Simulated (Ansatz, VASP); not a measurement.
## One calculation of ReS, two programs

The input INCAR:

```
SYSTEM = ReS
PREC = Accurate
ENCUT = 520
EDIFF = 1E-6
ISMEAR = 0
SIGMA = 0.1
LREAL = .FALSE.
LASPH = .TRUE.
NELM = 150
ALGO = Normal
ISIF = 2
LWAVE = .FALSE.
LCHARG = .FALSE.
ISPIN = 2
MAGMOM = 3.5 0
LORBIT = 11
LMAXMIX = 4
GGA = PE
NBANDS = 18
```

File KPOINTS:

```
regular mesh
0
G
  14 14 14
  0 0 0
```

Contents of POSCAR:

```
ReS
1.0
    0.0000000000      2.6013322957      2.6013322957
    2.6013322957      0.0000000000      2.6013322957
    2.6013322957      2.6013322957      0.0000000000
Re S
1 1
Direct
    0.0000000000      0.0000000000      0.0000000000
    0.5000000000      0.5000000000      0.5000000000
```

Input for Ansatz:

```yaml
crystal:
  lattice:
    - [0.0, 2.6013322969, 2.6013322969]
    - [2.6013322969, 0.0, 2.6013322969]
    - [2.6013322969, 2.6013322969, 0.0]
  atoms:
    - { symbol: Re, position: [0.0, 0.0, 0.0], spin: 3.5 }
    - { symbol: S, position: [0.5, 0.5, 0.5] }
basis:
  ecutwfc: 420
kpoints:
  mp_grid: { grid: [14, 14, 14] }
hamiltonian:
  xc: pbe
scf:
  occupations: { method: gaussian, width: 0.1 }
output:
  forces: true
  stress: true
  eigenvalues: true
  populations: true
magnetization:
  spin_polarized: true
```

Alike in both runs: task single point; functional PBE; k mesh 14 × 14 × 14; occupations gaussian, width 0.1 eV; collinear spin.

```csv
,VASP,Ansatz
version,VASP 6.6.1,Ansatz 0.2.0
potentials or method,"VASP PAW PBE potentials, release 64 (Re, S), cutoff 520 eV","scalar-relativistic, plane waves, PAW"
valence electrons in the cell,13,21
```

VASP gave:

* gap on the k mesh at the Fermi level (eV): none
* pressure (GPa): -16.3
* net moment per atom (μB): 1.05
* size of the moment on the site where the two differ most (μB): 1.94

Which values does Ansatz return?

gap on the k mesh at the Fermi level (eV): none; pressure (GPa): -16.4; net moment per atom (μB): 1.05; size of the moment on the site where the two differ most (μB): 1.60.

Site moments also hang on the region over which each program counts them. A gap of «none» marks a metal or a gap that the smearing closes. The functional is the same, so the differences come from potentials, cutoffs and numerics. VASP's potentials hold 13 valence electrons a cell and Ansatz's 21, so a difference there can come from the potentials and not from the codes.

Neither program's run includes spin-orbit coupling.
